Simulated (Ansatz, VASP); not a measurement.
This is a calculation of Br for Ansatz 0.2.0.

Contents of input.yaml:

```yaml
crystal:
  lattice:
    - [-1.423491705, 1.423491705, 3.57751737]
    - [1.423491705, -1.423491705, 3.57751737]
    - [1.423491705, 1.423491705, -3.57751737]
  atoms:
    - { symbol: Br, position: [0.0, 0.0, 0.0] }
hamiltonian:
  xc: pbesol
  pseudopotentials: { kind: paw }
kpoints:
  mp_grid: { grid: [13, 13, 13] }
scf:
  occupations: { method: fermi_dirac, width: 0.05 }
output:
  forces: true
  stress: true
  eigenvalues: true
relax:
  f_tol: 0.01
  max_steps: 40
  cell: { stress_tol: 0.05 }
```

Potentials or basis: Ansatz PAW.

The run is started by

```bash
$ ansatz run input.yaml --threads 2 --pin off --max-ram 5632MiB --backend cpu --events-out ev --progress --plain --runs-dir out
```

**Question.** Translate it to VASP 6.6.1. Potentials there: VASP PAW PBE potentials, release 64 (Br).

**Answer.** As run (the cutoff follows the program's own potentials):

INCAR

```
PREC     = Accurate       # precision mode
ENCUT    = 600            # plane-wave cutoff, eV
EDIFF    = 1E-6           # SCF threshold, eV
ISMEAR   = -1             # smearing method
SIGMA    = 0.05           # smearing width, eV
LREAL    = F              # projectors in reciprocal space
LASPH    = T              # aspherical terms in the spheres
NELM     = 60             # most SCF steps
ALGO     = Normal         # electronic algorithm
ISIF     = 3              # what is computed and relaxed
LWAVE    = F              # write WAVECAR
LCHARG   = F              # write CHGCAR
GGA      = PS             # functional
IBRION   = 2              # ionic algorithm
NSW      = 60             # ionic steps
EDIFFG   = -0.01          # ionic threshold
```

The input KPOINTS:

```
Automatic mesh
0
Gamma
  13 13 13
```

The input POSCAR:

```
Br
1.0
   -1.4234917050      1.4234917050      3.5775173700
    1.4234917050     -1.4234917050      3.5775173700
    1.4234917050      1.4234917050     -3.5775173700
Br
1
Direct
    0.0000000000      0.0000000000      0.0000000000
```

Potentials or basis: VASP PAW PBE potentials, release 64 (Br).

Launch:

```sh
$ cat potpaw_PBE.64/Br/POTCAR > POTCAR
$ mpirun -np 1 vasp_std > vasp.out
```

Both were run:

|  | VASP | Ansatz | Ansatz less VASP |
| --- | --- | --- | --- |
| gap on the k mesh at the Fermi level, each at its own relaxed structure (eV) | none | none | - |
| relaxed volume (Å³/atom) | 29.09 | 29.06 | -0.034 |
| relaxed length of the cell vector where the two differ most in proportion (Å) | 4.173 | 4.171 | -0.0016 |

VASP's potentials were made for PBE, not for PBEsol. A gap of «none» marks a metal or a gap that the smearing closes.

Noted on Ansatz's run: the plane-wave basis is chosen anew once the cell has moved, so the energies of steps on either side of that aren't comparable.
